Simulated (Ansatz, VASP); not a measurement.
## KMnAg3C6N6: VASP beside Ansatz

```
K Mn Ag C N
1.0
     6.84310    0.00000    0.00000
    -3.42155    5.92630    0.00000
     0.00000    0.00000    8.21370
K Mn Ag C N
1 1 3 6 6
Cartesian
  0.0000 3.9509 0.0000
  0.0000 0.0000 0.0000
  3.4216 0.0788 4.1068
  5.0641 2.9237 4.1068
  1.7790 2.9237 4.1068
  2.3678 0.0346 2.3511
  5.6293 2.0333 2.3511
  2.2676 3.8584 2.3511
  4.5755 3.8584 5.8626
  4.4753 0.0346 5.8626
  1.2138 2.0333 5.8626
  -1.6644 5.9079 1.3547
  -0.8627 1.5309 1.3547
  2.5271 4.4137 1.3547
  -2.5271 4.4137 6.8590
  1.6644 5.9079 6.8590
  0.8627 1.5309 6.8590
```

Alike in both runs: functional PBE; k mesh 5 × 5 × 4; occupations fermi-dirac, width 0.05 eV; collinear spin.

Ansatz relaxed the structure, and its values are those at the end. VASP's run is a single point on that final structure, the one shown.

```csv
,VASP,Ansatz
version,VASP 6.6.1,Ansatz 0.2.0
potentials or method,"VASP PAW PBE potentials, release 64 (K_sv, Mn_pv, Ag, C, N)","plane-wave PAW, scalar-relativistic"
plane-wave cutoff (eV),520,420
valence electrons in the cell,109,135
```

Ansatz gave:

* pressure (GPa): 0.3
* rms of the force components (eV/Å): 0.005
* net moment per atom (μB): 0.29
* size of the moment on the site where the two differ most (μB): 4.14

Problem. What did VASP give for the same quantities?

Solution. Pressure (GPa): -2.2; rms of the force components (eV/Å): 0.564; net moment per atom (μB): 0.06; size of the moment on the site where the two differ most (μB): 1.02.

The net moments are unlike, so the other rows may belong to different states. Site moments also hang on the region over which each program counts them. VASP's potentials hold 109 valence electrons a cell and Ansatz's 135, so a difference there can come from the potentials and not from the codes. Ansatz's warnings: stress scf threshold loose.

Noted on VASP's run: the standard files for N, O and F lose accuracy on very short bonds.
